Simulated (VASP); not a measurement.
# Si2Ni (P-3m1) in VASP: a series of runs

Si2Ni is run at these levels: PBE; tasks: single point.

Everything below comes from runs of VASP 6.6.1. Logs are shortened: lines on timing, memory, paths and dates and some standing lists are left out, and cuts for length are marked.

## 1. The cell of the first run

Symmetry: P-3m1, No. 164, trigonal system. The conventional cell has a = 3.851 Å, b = 3.851 Å, c = 9.934 Å, α = 90.00°, β = 90.00°, γ = 120.00°. Si (site symmetry 3m) has 4 Ni at 2.36 Å and 6 Si at 2.72 Å within 3.1 Å. Si (site symmetry 3m) has 4 Ni at 2.36 to 2.86 Å and 6 Si at 2.72 to 3.04 Å within 3.1 Å. Within 3.1 Å of Si (site symmetry 3m) lie 4 Ni at 2.36 Å and 6 Si at 2.72 Å. Ni (site symmetry 3m) has 8 Si at 2.36 to 2.86 Å within 3.1 Å. Within 3.1 Å of Ni (site symmetry -3m) lie 8 Si at 2.36 Å.

## 2. Single point, PBE (the distance across one plane changed)

INCAR

```
SYSTEM = Si2Ni
ALGO     = Normal         ! electronic algorithm
EDIFF    = 1E-6           ! SCF threshold, eV
ENCUT    = 520            ! plane-wave cutoff, eV
GGA      = PE             ! functional
ISIF     = 2              ! what is computed and relaxed
ISMEAR   = 0              ! smearing method
LASPH    = .True.         ! aspherical terms in the spheres
LCHARG   = .False.        ! write CHGCAR
LREAL    = .False.        ! projectors in reciprocal space
LWAVE    = .False.        ! write WAVECAR
NBANDS   = 37             ! bands
NELM     = 60             ! most SCF steps
PREC     = Accurate       ! precision mode
SIGMA    = 0.15           ! smearing width, eV
```

KPOINTS

```
k-points
0
Gamma
  14 14 5
  0 0 0
```

POSCAR

```
Si2Ni
1.0
    2.7234129136     -2.7234129136      0.0000000000
    2.7234129136      0.0000000000     -2.7234129136
    5.7355009619      5.7355009619      5.7355009619
Si Ni
6 3
Direct
    0.6666666667      0.6666666667      0.3957111257
    1.0000000000      0.0000000000      0.0791548874
    0.3333333333      0.3333333333      0.7122673639
    0.6666666667      0.6666666667      0.8705454831
    1.0000000000      1.0000000000      0.5539892448
    0.3333333333      0.3333333333      0.2374330065
    0.0000000000      0.0000000000      0.7914064235
    0.3333333333      0.3333333333      0.4748501852
    0.6666666667      0.6666666667      0.1582939469
```

Potentials or basis: VASP PAW PBE potentials, release 64 (Si, Ni).

Launch:

```
$ cat potpaw_PBE.64/Si/POTCAR potpaw_PBE.64/Ni/POTCAR > POTCAR
$ mpirun -np 1 vasp_std > vasp.out
```

OUTCAR:

```text
SYSTEM = Si2Ni
   EDIFF = 1E-6
   ENCUT = 520
   GGA = PE
   ISIF = 2
   ISMEAR = 0
   LASPH = .True.
   LREAL = .False.
   NELM = 60
   PREC = Accurate

 ion  position               nearest neighbor table
   1  0.667  0.667  0.396-   8 2.36   8 2.36   8 2.36   9 2.36   5 2.72   5 2.72   5 2.72   6 2.72
                             6 2.72   6 2.72
   2  0.000  0.000  0.079-   9 2.36   9 2.36   9 2.36   6 2.72   6 2.72   6 2.72   7 2.86   4 3.04
                             4 3.04   4 3.04
   3  0.333  0.333  0.712-   7 2.36   8 2.36   7 2.36   7 2.36   5 2.72   5 2.72   5 2.72   4 2.72
                             4 2.72   4 2.72
   4  0.667  0.667  0.871-   7 2.36   7 2.36   7 2.36   3 2.72   3 2.72   3 2.72   9 2.86   2 3.04
                             2 3.04   2 3.04
   5  0.000  0.000  0.554-   8 2.36   7 2.36   8 2.36   8 2.36   3 2.72   1 2.72   3 2.72   3 2.72
                             1 2.72   1 2.72
   6  0.333  0.333  0.237-   9 2.36   9 2.36   8 2.36   9 2.36   2 2.72   2 2.72   2 2.72   1 2.72
                             1 2.72   1 2.72
   7  0.000  0.000  0.791-   3 2.36   4 2.36   5 2.36   4 2.36   4 2.36   3 2.36   3 2.36   2 2.86

   8  0.333  0.333  0.475-   1 2.36   1 2.36   5 2.36   3 2.36   6 2.36   1 2.36   5 2.36   5 2.36

   9  0.667  0.667  0.158-   2 2.36   2 2.36   2 2.36   6 2.36   6 2.36   6 2.36   1 2.36   4 2.86

  LATTYP: Found a hexagonal cell.
 ALAT       =     3.8514874784
 C/A-ratio  =     2.5793097157

  Lattice vectors:

 A1 = (  -2.7234129136,   0.0000000000,   2.7234129136)
 A2 = (   2.7234129136,  -2.7234129136,   0.0000000000)
 A3 = (   5.7355009619,   5.7355009619,   5.7355009619)

Analysis of symmetry for initial positions (statically):
=====================================================================
 Subroutine PRICEL returns:
 Original cell was already a primitive cell.

 Routine SETGRP: Setting up the symmetry group for a
 hexagonal supercell.

 Subroutine GETGRP returns: Found 12 space group operations
 (whereof  6 operations were pure point group operations)
 out of a pool of 24 trial point group operations.

The static configuration has the point symmetry C_3v.
 The point group associated with its full space group is D_3d.

Analysis of symmetry for dynamics (positions and initial velocities):
=====================================================================
 Subroutine PRICEL returns:
 Original cell was already a primitive cell.

 Routine SETGRP: Setting up the symmetry group for a
 hexagonal supercell.

 Subroutine GETGRP returns: Found 12 space group operations
 (whereof  6 operations were pure point group operations)
 out of a pool of 24 trial point group operations.

The dynamic configuration has the point symmetry C_3v.
[... 126 lines left out ...]
   NUPDOWN=      -1.0000    fix difference up-down
   EMIN   =  10.00;   EMAX   =-10.00  energy-range for DOS
   EFERMI =   0.00;   METHOD = LEGACY
   ISMEAR =     0;   SIGMA  =   0.15  broadening in eV -4-tet -1-fermi 0-gaus
   EFERMI_NEDOS =   21; number of points for ismear=-14 and -15
   IALGO  =     38    algorithm
   IMIX   =      4    mixing-type and parameters
     AMIX     =   0.40;   BMIX     =  1.00
     AMIX_MAG =   1.60;   BMIX_MAG =  1.00
  volume/ion in A,a.u.               =      14.18        95.69
  Fermi-wavevector in a.u.,A,eV,Ry     =   1.229041  2.322550 20.552154  1.510541
  Thomas-Fermi vector in A             =   2.363943
   LORBIT       =      0    0 simple, 1 ext, 2 COOP (PROOUT), +10 PAW based schemes
   GGA     = PE    functional components
   LHFCALC =     F    Hartree Fock is set to
   AEXX    =    0.0000 exact exchange contribution
   IVDW    =     0    specifies the selected vdW correction
   LEPSILON=     F    determine dielectric tensor
   LRPA    =     F    only Hartree local field effects (RPA)
 non-spin polarized calculation
 Gauss-broadening in eV      SIGMA  =   0.15
  energy-cutoff  :      520.00
  volume of cell :      127.62
 maximum number of plane-waves:      3461
 NGX is ok and might be reduce to    30
   NGX = 15   NGY = 15   NGZ = 37

 number of electron      53.9999989 magnetization

 Free energy of the ion-electron system (eV)
  ---------------------------------------------------
  ext. energy  EPLUGINS =         0.00000000
  ---------------------------------------------------
  free energy    TOTEN  =       -51.48328185 eV

  energy without entropy =      -51.44603531  energy(sigma->0) =      -51.46465858

 E-fermi :   9.2486     XC(G=0): -11.2309

 val. band max:        9.2437931179   @ k =  -0.4286   0.2143   0.0000
 cond. band min:       9.2493224282   @ k =   0.3571   0.1429   0.4000
 fundamental gap:      0.0055293104
 Fermi energy:         9.2486015349

 k-point     1 :       0.0000    0.0000    0.0000
  band No.  band energies     occupation
      1      -4.0019      2.00000
      2      -2.7034      2.00000
      3      -2.0559      2.00000
      4       1.3458      2.00000
      5       1.8591      2.00000
      6       4.4152      2.00000
[... 949 lines left out ...]
     36      14.1837      0.00000
     37      14.5899      0.00000

 [... further k-points ...]

------------------------ aborting loop because EDIFF is reached ----------------------------------------

  FORCE on cell =-STRESS in cart. coord.  units (eV):
  Direction    XX          YY          ZZ          XY          YZ          ZX
  --------------------------------------------------------------------------------------
  -------------------------------------------------------------------------------------
  Total       -2.7454547     -2.7454547     -2.7454547     -1.2524843     -1.2524843     -1.2524843
  in kB      -34.4671413    -34.4671413    -34.4671413    -15.7240083    -15.7240083    -15.7240083
  external PRESSURE =     -34.4671413 kB  Pullay stress =       0.0000000 kB

 VOLUME and BASIS-vectors are now :
 -----------------------------------------------------------------------------
  energy-cutoff  :      520.00
  volume of cell :      127.62
      direct lattice vectors                 reciprocal lattice vectors
     2.723412914 -2.723412914  0.000000000     0.122395444 -0.244790888  0.122395444
     2.723412914  0.000000000 -2.723412914     0.122395444  0.122395444 -0.244790888
     5.735500962  5.735500962  5.735500962     0.058117562  0.058117562  0.058117562

 POSITION                                       TOTAL-FORCE (eV/Angst)
 -----------------------------------------------------------------------------------
      5.90082      0.45399      0.45399        -0.137936     -0.137936     -0.137936
      0.45399      0.45399      0.45399        -0.496244     -0.496244     -0.496244
      5.90082      3.17741      3.17741         0.200998      0.200998      0.200998
      8.62423      3.17741      3.17741         0.496244      0.496244      0.496244
      3.17741      3.17741      3.17741         0.137936      0.137936      0.137936
      3.17741      0.45399      0.45399        -0.200998     -0.200998     -0.200998
      4.53911      4.53911      4.53911         0.176463      0.176463      0.176463
      4.53911      1.81570      1.81570         0.000000     -0.000000      0.000000
      4.53911     -0.90771     -0.90771        -0.176463     -0.176463     -0.176463
 -----------------------------------------------------------------------------------
    total drift:                                0.000000      0.000000      0.000000

  FREE ENERGIE OF THE ION-ELECTRON SYSTEM (eV)
  ---------------------------------------------------
  free  energy   TOTEN  =       -51.4832818548 eV

  energy  without entropy=      -51.4460353117  energy(sigma->0) =      -51.46465858
```

OSZICAR:

```text
N       E                     dE             d eps       ncg     rms          rms(c)
DAV:   1     0.326675462497E+03    0.32668E+03   -0.22504E+04  7696   0.151E+03
DAV:   2    -0.277899644946E+02   -0.35447E+03   -0.33992E+03  7711   0.332E+02
DAV:   3    -0.561896474231E+02   -0.28400E+02   -0.27146E+02  9035   0.106E+02
DAV:   4    -0.573364608841E+02   -0.11468E+01   -0.11357E+01  9581   0.196E+01
DAV:   5    -0.573736105355E+02   -0.37150E-01   -0.37115E-01  9744   0.364E+00    0.276E+01
DAV:   6    -0.725980011204E+02   -0.15224E+02   -0.17162E+02  9480   0.197E+02    0.458E+01
DAV:   7    -0.531220645246E+02    0.19476E+02   -0.41750E+01  9313   0.111E+02    0.123E+01
DAV:   8    -0.516767128528E+02    0.14454E+01   -0.16390E+01 11795   0.542E+01    0.672E+00
DAV:   9    -0.518188661733E+02   -0.14215E+00   -0.36583E+00 11628   0.347E+01    0.615E+00
DAV:  10    -0.514792945095E+02    0.33957E+00   -0.15121E+00 11236   0.272E+01    0.160E+00
DAV:  11    -0.514853803851E+02   -0.60859E-02   -0.11043E-01  9350   0.300E+00    0.101E+00
DAV:  12    -0.514851041276E+02    0.27626E-03   -0.11018E-02 11936   0.182E+00    0.575E-01
DAV:  13    -0.514832718033E+02    0.18323E-02   -0.94855E-03 10303   0.180E+00    0.212E-01
DAV:  14    -0.514833449983E+02   -0.73195E-04   -0.10081E-03  9043   0.235E-01    0.150E-01
DAV:  15    -0.514832699939E+02    0.75004E-04   -0.32668E-04 10499   0.260E-01    0.413E-02
DAV:  16    -0.514832839092E+02   -0.13915E-04   -0.85014E-05  9104   0.992E-02    0.236E-02
DAV:  17    -0.514832811221E+02    0.27870E-05   -0.10465E-05  9518   0.439E-02    0.917E-03
DAV:  18    -0.514832818548E+02   -0.73270E-06   -0.13850E-06  5174   0.932E-03
   1 F= -.51483282E+02 E0= -.51464659E+02  d E =-.372465E-01
```

Run time: 6.1 min. Hardware: 1 thread of Intel Xeon 6975P-C (Granite Rapids), shared host; peak memory 0.49 GiB.

What came out:

| Property | Result |
| --- | --- |
| Free energy | -51.4833 eV |
| Pressure | -3.4 GPa |
| Largest force | 0.860 eV/Å |
| Band gap on the k mesh | zero (bands 27 and 28 overlap by 1.95 eV) |

Forces on the atoms (eV/Å):
```
Si  -0.138 -0.138 -0.138
Si  -0.496 -0.496 -0.496
Si   0.201  0.201  0.201
Si   0.496  0.496  0.496
Si   0.138  0.138  0.138
Si  -0.201 -0.201 -0.201
Ni   0.176  0.176  0.176
Ni   0.000  0.000  0.000
Ni  -0.176 -0.176 -0.176
```

Caveat: the cell differs from its parent crystal (the distance across one plane changed); the cell stands under tension. Spin polarisation is off, so any magnetic state and its effect on volume and gap are missing.

(Continued in part 2 of 2.)
